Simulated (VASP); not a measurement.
Set up this calculation in VASP 6.6.1, as the native input.

| Property | Result |
| --- | --- |
| Task | single point |
| Functional | PBE |
| Potentials or basis | VASP PAW PBE potentials, release 64 (Zn, Se) |
| Cutoff | 520 eV |
| k mesh | 8 × 8 × 8 |
| Occupations | gaussian, width 0.01 eV |
| Spin | no spin polarisation |
| Dipole correction | no |
| Further INCAR settings | ALGO = Normal; EDIFF = 1e-06; NBANDS = 16 |

The structure of ZnSe lies in POSCAR:

```
ZnSe
1.0
    0.0000000000      2.8083873290      2.8083873290
    2.8083873290      0.0000000000      2.8083873290
    2.8083873290      2.8083873290      0.0000000000
Zn Se
1 1
Direct
    0.0000000000      0.0000000000      0.0000000000
    0.7500000000      0.7500000000      0.7500000000
```

These files were run (other wordings do the same):

INCAR

```
PREC = Accurate
ENCUT = 520
EDIFF = 1E-6
ISMEAR = 0
SIGMA = 0.01
LREAL = False
LASPH = True
NELM = 80
ALGO = Normal
ISIF = 2
LWAVE = False
LCHARG = True
GGA = PE
LELF = True
LVHAR = True
NBANDS = 16
```

KPOINTS

```
Automatic mesh
0
Gamma
  8 8 8
```

Potentials or basis: VASP PAW PBE potentials, release 64 (Zn, Se).

The run is started by

```console
$ cat potpaw_PBE.64/Zn/POTCAR potpaw_PBE.64/Se/POTCAR > POTCAR
$ mpirun -np 1 vasp_std > vasp.out
```

It gave:

| Item | Value |
| --- | --- |
| Pressure | 4.3 GPa |
| Band gap on the k mesh | 1.40 eV |

Caveat: the cell stands under pressure.

It took 44 s on 1 thread of Intel Xeon 8259CL (shared host), peak memory 0.17 GiB.
